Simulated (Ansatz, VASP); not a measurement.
## One calculation of SnO2, two programs

```xyz
3
Lattice="3.8785 0.0000 0.0000 -1.9393 3.3589 0.0000 0.0000 0.0000 4.6890" Properties=species:S:1:pos:R:3 pbc="T T T"
Sn    0.0000    0.0000    2.3445
O     0.0000    2.2393    2.3445
O     1.9393    1.1196    2.3445
```

Alike in both runs: functional PBE; k mesh 5 × 5 × 3; occupations gaussian, width 0.15 eV; no spin polarisation.

Ansatz relaxed the structure, and its values are those at the end. VASP's run is a single point on that final structure, the one shown.

|  | VASP | Ansatz |
| --- | --- | --- |
| version | VASP 6.6.1 | Ansatz 0.2.0 |
| potentials or method | VASP PAW PBE potentials, release 64 (Sn_d, O), cutoff 600 eV | scalar-relativistic, plane waves, PAW |
| valence electrons in the cell | 26 | 26 |

```csv
,VASP,Ansatz,Ansatz less VASP
gap on the k mesh at the Fermi level (eV),none,none,-
pressure (GPa),0.1,0.0,-0.09
```

A gap of «none» marks a metal or a gap that the smearing closes.

The k mesh is coarse, so the values compare programs but aren't converged.
